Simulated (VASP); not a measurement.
# Se (R-3m) in VASP: notebook, part 2 of 2

VASP 6.6.1. Earlier steps stand in the parts before.

## 3. Single point, r2SCAN (24.49 Å³/atom)

This run uses another cell than the first one, of 24.49 Å³/atom.

Input file POSCAR:

```
Se
1.0
    2.0572229272      1.1877382108      1.6702070171
   -2.0572229272      1.1877382108      1.6702070171
    0.0000000000     -2.3754764216      1.6702070171
Se
1
Direct
    0.0000000000      0.0000000000      0.0000000000
```

Input file INCAR.step1:

```
PREC = Accurate ; ENCUT = 520
ISMEAR = 0 ; SIGMA = 0.1
LREAL = F ; LASPH = T
NELM = 80 ; NBANDS = 9
GGA = PE ; ALGO = Normal
EDIFF = 1E-4 ; LWAVE = T
LCHARG = F
```

Input file INCAR.step2:

```
PREC = Accurate ; ENCUT = 520
EDIFF = 1E-6 ; ISMEAR = 0
SIGMA = 0.1 ; LREAL = F
LASPH = T ; NELM = 80
ALGO = Normal ; ISIF = 2
LWAVE = F ; LCHARG = F
METAGGA = R2SCAN ; LMIXTAU = T
NBANDS = 9 ; ISTART = 1
```

Input file KPOINTS:

```
regular mesh
0
Gamma
  15 15 15
```

Potentials or basis: VASP PAW PBE potentials, release 64 (Se).

Run with:

```
> cat potpaw_PBE.64/Se/POTCAR > POTCAR
> cp INCAR.step1 INCAR
> mpirun -np 1 vasp_std > vasp.out
> cp INCAR.step2 INCAR
> mpirun -np 1 vasp_std > vasp.out
```

OUTCAR:

```text
PREC = Accurate
   ENCUT = 520
   EDIFF = 1E-6
   ISMEAR = 0
   LREAL = F
   LASPH = T
   NELM = 80
   ISIF = 2
   METAGGA = R2SCAN
   ISTART = 1

 ion  position               nearest neighbor table
   1  0.000  0.000  0.000-

  LATTYP: Found a trigonal (rhomboedric) cell.
 ALAT       =     2.9038732255
 COS(alpha) =    -0.0037773746

  Lattice vectors:

 A1 = (   2.0572229272,   1.1877382108,   1.6702070171)
 A2 = (  -2.0572229272,   1.1877382108,   1.6702070171)
 A3 = (   0.0000000000,  -2.3754764216,   1.6702070171)

Analysis of symmetry for initial positions (statically):
=====================================================================
 Subroutine PRICEL returns:
 Original cell was already a primitive cell.

 Routine SETGRP: Setting up the symmetry group for a
 trigonal (rhombohedral) supercell.

 Subroutine GETGRP returns: Found 12 space group operations
 (whereof 12 operations were pure point group operations)
 out of a pool of 12 trial point group operations.

The static configuration has the point symmetry D_3d.

Analysis of symmetry for dynamics (positions and initial velocities):
=====================================================================
 Subroutine PRICEL returns:
 Original cell was already a primitive cell.

 Routine SETGRP: Setting up the symmetry group for a
 trigonal (rhombohedral) supercell.

 Subroutine GETGRP returns: Found 12 space group operations
 (whereof 12 operations were pure point group operations)
 out of a pool of 12 trial point group operations.

The dynamic configuration has the point symmetry D_3d.

 Subroutine INISYM returns: Found 12 space group operations
 (whereof 12 operations are pure point group operations),
 and found     1 'primitive' translations

----------------------------------------------------------------------------------------

                                     Primitive cell

  volume of cell :      24.4863

  direct lattice vectors                    reciprocal lattice vectors
     2.057222927  1.187738211  1.670207017     0.243046095  0.140322729  0.199576058
    -2.057222927  1.187738211  1.670207017    -0.243046095  0.140322729  0.199576058
     0.000000000 -2.375476422  1.670207017     0.000000000 -0.280645457  0.199576058

  length of vectors
     2.903873225  2.903873225  2.903873225     0.344372583  0.344372583  0.344372583

  position of ions in fractional coordinates (direct lattice)
     0.000000000  0.000000000  0.000000000

  ion indices of the primitive-cell ions
   primitive index   ion index
                 1           1

----------------------------------------------------------------------------------------

 KPOINTS: regular mesh

Automatic generation of k-mesh.
 Grid dimensions read from file:
 generate k-points for:   15   15   15

 Generating k-lattice:

  Cartesian coordinates                     Fractional coordinates (reciprocal lattice)
     0.016203073  0.009354849  0.013305071     0.066666667  0.000000000 -0.000000000
    -0.016203073  0.009354849  0.013305071     0.000000000  0.066666667 -0.000000000
     0.000000000 -0.018709697  0.013305071    -0.000000000 -0.000000000  0.066666667

  Length of vectors
     0.022958172  0.022958172  0.022958172

  Shift w.r.t. Gamma in fractional coordinates (k-lattice)
     0.000000000  0.000000000  0.000000000

 Subroutine IBZKPT returns following result:
 ===========================================

 Found    344 irreducible k-points:

 Following reciprocal coordinates:
            Coordinates               Weight
  0.000000  0.000000  0.000000      1.000000
  0.066667  0.000000 -0.000000      6.000000
  0.133333  0.000000 -0.000000      6.000000
  0.200000 -0.000000  0.000000      6.000000
  0.266667  0.000000 -0.000000      6.000000
  0.333333  0.000000  0.000000      6.000000
[... 16 lines left out ...]
  0.133333  0.133333 -0.000000      6.000000
  0.200000  0.133333  0.000000     12.000000
 [... further k-points ...]
   k-points           NKPTS =    344   k-points in BZ     NKDIM =    344   number of bands    NBANDS=      9
   number of dos      NEDOS =    301   number of ions     NIONS =      1
   total plane-waves  NPLWV =  13824
   dimension x,y,z NGX =    24 NGY =   24 NGZ =   24
   dimension x,y,z NGXF=    48 NGYF=   48 NGZF=   48
   ions per type =               1
   NGX,Y,Z   is equivalent  to a cutoff of  13.74, 13.74, 13.74 a.u.
   NGXF,Y,Z  is equivalent  to a cutoff of  27.48, 27.48, 27.48 a.u.
 SYSTEM =  unknown system
   PREC   = accura    normal or accurate (medium, high low for compatibility)
   ISTART =      1    job   : 0-new  1-cont  2-samecut
   ICHARG =      0    charge: 1-file 2-atom 10-const
   ISPIN  =      1    spin polarized calculation?
   LNONCOLLINEAR =      F non collinear calculations
   LSORBIT =      F    spin-orbit coupling
   LASPH  =      T    aspherical Exc in radial PAW
   ENCUT  =  520.0 eV  38.22 Ry    6.18 a.u.   5.40  5.40  5.40*2*pi/ulx,y,z
   NELM   =     80;   NELMIN=  2; NELMDL=  0     # of ELM steps
   EDIFF  = 0.1E-05   stopping-criterion for ELM
   LREAL  =      F    real-space projection
   EDIFFG = 0.1E-04   stopping-criterion for IOM
   NSW    =      0    number of steps for IOM
   IBRION =     -1    ionic relax: 0-MD 1-quasi-New 2-CG
   NFREE  =      0    steps in history (QN), initial steepest desc. (CG)
   ISIF   =      2    stress and relaxation
   ISYM   =      2    0-nonsym 1-usesym 2-fastsym
   POTIM  = 0.5000    time-step for ionic-motion
   TEBEG  =    0.0;   TEEND  =   0.0 temperature during run
   PSTRESS=    0.0 pullay stress
   NELECT =       6.0000    total number of electrons
   NUPDOWN=      -1.0000    fix difference up-down
   EMIN   =  10.00;   EMAX   =-10.00  energy-range for DOS
   EFERMI =   0.00;   METHOD = LEGACY
   ISMEAR =     0;   SIGMA  =   0.10  broadening in eV -4-tet -1-fermi 0-gaus
   EFERMI_NEDOS =   21; number of points for ismear=-14 and -15
   IALGO  =     38    algorithm
   IMIX   =      4    mixing-type and parameters
     AMIX     =   0.40;   BMIX     =  1.00
     AMIX_MAG =   1.60;   BMIX_MAG =  1.00
  volume/ion in A,a.u.               =      24.49       165.24
  Fermi-wavevector in a.u.,A,eV,Ry     =   1.024434  1.935900 14.278842  1.049465
  Thomas-Fermi vector in A             =   2.158221
   LORBIT       =      0    0 simple, 1 ext, 2 COOP (PROOUT), +10 PAW based schemes
   METAGGA = R2SCAN    functional components
   LHFCALC =     F    Hartree Fock is set to
   AEXX    =    0.0000 exact exchange contribution
   IVDW    =     0    specifies the selected vdW correction
   LEPSILON=     F    determine dielectric tensor
   LRPA    =     F    only Hartree local field effects (RPA)
 non-spin polarized calculation
 Gauss-broadening in eV      SIGMA  =   0.10
  energy-cutoff  :      520.00
  volume of cell :       24.49
 maximum number of plane-waves:       679
 NGX is ok and might be reduce to    24
   NGX = 11   NGY = 11   NGZ = 11

 number of electron       6.0000001 magnetization

 Free energy of the ion-electron system (eV)
  ---------------------------------------------------
  ext. energy  EPLUGINS =         0.00000000
  ---------------------------------------------------
  free energy    TOTEN  =       -14.01472391 eV

  energy without entropy =      -14.01220790  energy(sigma->0) =      -14.01346591

 E-fermi :   3.5320     XC(G=0): -10.0632

 val. band max:        3.5190892579   @ k =   0.2000   0.1333   0.1333
 cond. band min:       3.5400616295   @ k =  -0.2000   0.1333   0.1333
 fundamental gap:      0.0209723717
 Fermi energy:         3.5319559732

 k-point     1 :       0.0000    0.0000    0.0000
  band No.  band energies     occupation
      1     -12.5030      2.00000
      2       4.8503      0.00000
      3       4.8806      0.00000
      4       4.8806      0.00000
      5      11.7793      0.00000
      6      11.9174      0.00000
      7      11.9174      0.00000
      8      25.9207      0.00000
      9      25.9447      0.00000

 k-point     2 :       0.0667    0.0000   -0.0000
  band No.  band energies     occupation
      1     -12.4434      2.00000
      2       4.2437      0.00000
      3       4.9069      0.00000
      4       4.9268      0.00000
      5      11.8906      0.00000
      6      11.9790      0.00000
      7      12.6412      0.00000
      8      24.7680      0.00000
      9      24.7795      0.00000
[... 253 lines left out ...]
 k-point    24 :       0.2000    0.1333    0.0000
  band No.  band energies     occupation
      1     -11.7531      2.00000
      2       1.5209      2.00000
      3       3.2977      1.99907
      4       5.4365      0.00000
      5      12.7221      0.00000
      6      14.6966      0.00000
      7      16.5208      0.00000
      8      19.3832      0.00000
      9      21.6059      0.00000

 [... further k-points ...]
[... 5 lines left out ...]
  --------------------------------------------------------------------------------------
  -------------------------------------------------------------------------------------
  Total       -0.9168432     -0.9168432     -0.8989621      0.0000000      0.0000000     -0.0000000
  in kB      -59.9904321    -59.9904321    -58.8204495      0.0000000      0.0000000     -0.0000000
  external PRESSURE =     -59.6004379 kB  Pullay stress =       0.0000000 kB

 VOLUME and BASIS-vectors are now :
 -----------------------------------------------------------------------------
  energy-cutoff  :      520.00
  volume of cell :       24.49
      direct lattice vectors                 reciprocal lattice vectors
     2.057222927  1.187738211  1.670207017     0.243046095  0.140322729  0.199576058
    -2.057222927  1.187738211  1.670207017    -0.243046095  0.140322729  0.199576058
     0.000000000 -2.375476422  1.670207017     0.000000000 -0.280645457  0.199576058

 POSITION                                       TOTAL-FORCE (eV/Angst)
 -----------------------------------------------------------------------------------
      0.00000      0.00000      0.00000         0.000000      0.000000     -0.000000
 -----------------------------------------------------------------------------------
    total drift:                                0.000000     -0.000000      0.000000

  FREE ENERGIE OF THE ION-ELECTRON SYSTEM (eV)
  ---------------------------------------------------
  free  energy   TOTEN  =       -14.0147239088 eV

  energy  without entropy=      -14.0122079032  energy(sigma->0) =      -14.01346591
```

OSZICAR.step1:

```text
N       E                     dE             d eps       ncg     rms          rms(c)
DAV:   1     0.997707722278E+01    0.99771E+01   -0.28150E+03  6200   0.563E+02
DAV:   2    -0.296971024416E+01   -0.12947E+02   -0.12494E+02  8296   0.764E+01
DAV:   3    -0.330106428629E+01   -0.33135E+00   -0.32936E+00  7303   0.114E+01
DAV:   4    -0.330181393394E+01   -0.74965E-03   -0.74960E-03  8756   0.630E-01
DAV:   5    -0.330181467285E+01   -0.73890E-06   -0.73913E-06  7383   0.160E-02    0.306E+00
DAV:   6    -0.330433622691E+01   -0.25216E-02   -0.19731E-03  7185   0.261E-01    0.181E+00
DAV:   7    -0.330655059131E+01   -0.22144E-02   -0.37599E-03  6511   0.367E-01    0.598E-02
DAV:   8    -0.330659285960E+01   -0.42268E-04   -0.14876E-04  7108   0.716E-02
   1 F= -.33065929E+01 E0= -.33052880E+01  d E =-.260979E-02
```

It took 2.1 min on 1 thread of Intel Xeon Platinum 8259CL at 2.50GHz (Skylake/Cascade Lake), shared host; peak memory 0.2 GiB.

What came out:

| Item | Value |
| --- | --- |
| Free energy | -14.0147 eV |
| Pressure | -6.0 GPa |
| Band gap on the k mesh | zero (bands 3 and 4 overlap by 5.76 eV) |

Caveat: the cell stands under tension; the PAW data sets were made with another functional, which shifts forces and pressure a little.

## 4. Relaxation of shape and atoms at fixed volume, r2SCAN (19.59 Å³/atom)

This run uses another cell than the first one, of 19.59 Å³/atom.

Input file POSCAR:

```
Se
1.0
    1.9375423030      1.1186405702      1.5063317002
   -1.9375423030      1.1186405702      1.5063317002
    0.0000000000     -2.2372811404      1.5063317002
Se
1
Direct
    0.0000000000      0.0000000000      0.0000000000
```

Input file INCAR.step1:

```
SYSTEM = Se
ALGO = Normal
EDIFF = 1E-4
ENCUT = 600
GGA = PE
ISMEAR = 0
LASPH = .TRUE.
LCHARG = .FALSE.
LREAL = .FALSE.
LWAVE = .TRUE.
NELM = 80
PREC = Accurate
SIGMA = 0.1
```

Input file INCAR.step2:

```
SYSTEM = Se
ALGO = Normal
EDIFF = 1E-6
EDIFFG = -0.01
ENCUT = 600
IBRION = 2
ISIF = 4
ISMEAR = 0
ISTART = 1
LASPH = .TRUE.
LCHARG = .FALSE.
LMIXTAU = .TRUE.
LREAL = .FALSE.
LWAVE = .FALSE.
METAGGA = R2SCAN
NELM = 80
NSW = 50
PREC = Accurate
SIGMA = 0.1
```

Input file KPOINTS:

```
k-points
0
G
  15 15 15
  0 0 0
```

Run with:

```
> cat potpaw_PBE.64/Se/POTCAR > POTCAR
> cp INCAR.step1 INCAR
> mpirun -np 1 vasp_std > vasp.out
> cp INCAR.step2 INCAR
> mpirun -np 1 vasp_std > vasp.out
```

Wall time 13 min (1 thread of Intel Xeon Platinum 8259CL at 2.50GHz (Skylake/Cascade Lake), shared host); peak memory 0.19 GiB.

The run converged. Its results:

```yaml
Free_energy: -13.9711 eV
Energy_gained_by_relaxing: 4.6 meV/atom
Ionic_steps: 9
Pressure_after_relaxing: 10.8 GPa
Band_gap_on_the_k_mesh: zero (bands 3 and 4 overlap by 6.05 eV)
```

Step by step:
```
step  energy change (eV)  largest force (eV/Å)  pressure (GPa)  volume (Å³)
   1              0.0000                0.0000           12.73        19.59
   2             -0.0001                0.0000           12.73        19.59
   3             -0.0003                0.0000           12.68        19.59
   4             -0.0007                0.0000           12.56        19.59
   5             -0.0011                0.0000           12.31        19.59
   6             -0.0040                0.0000           11.36        19.59
   7              0.0087                0.0000            8.63        19.59
   8             -0.0045                0.0000           11.05        19.59
   9             -0.0046                0.0000           10.81        19.59
```

Final structure:
```xyz
1
Lattice="2.0230 1.1680 1.3818 -2.0230 1.1680 1.3818 0.0000 -2.3359 1.3818" Properties=species:S:1:pos:R:3 pbc="T T T"
Se    0.0000    0.0000    0.0000
```

Levels at points of the mesh, in eV from the Fermi level:
```tsv
k point	band 1	band 2	band 3	band 4	band 5	band 6	band 7
(0.00, 0.00, 0.00)	-18.00	1.22	2.35	2.35	8.36	8.36	9.94
```

Caveat: the PAW data sets were made with another functional, which shifts forces and pressure a little.

## 5. The runs side by side

| task | cell | cutoff (eV) | gap on the mesh (eV) | pressure (GPa) |
| --- | --- | --- | --- | --- |
| single point | a = 2.868 Å, angles 90.2°, 1 atom | 520 | none | -4.0 |
| single point | a = 2.904 Å, angles 90.2°, 1 atom | 520 | none | -6.0 |
| relaxation of shape and atoms at fixed volume | relaxed from a = 2.697 Å, angles 91.8°, 1 atom | 600 | none | 10.8 |

Alike in all rows: level r2SCAN; potentials or basis VASP PAW PBE potentials, release 64 (Se); no spin polarisation; k mesh 15 × 15 × 15; smearing gaussian 0.1 eV.

Caveats: the PAW data sets were made with another functional, which shifts forces and pressure a little; the cell stands under tension (at least some runs).

Total energies depend on the potentials used, so only differences within one code and one set of settings carry meaning.

The gap in the log of VASP goes by the Fermi energy; the results here count the filled bands.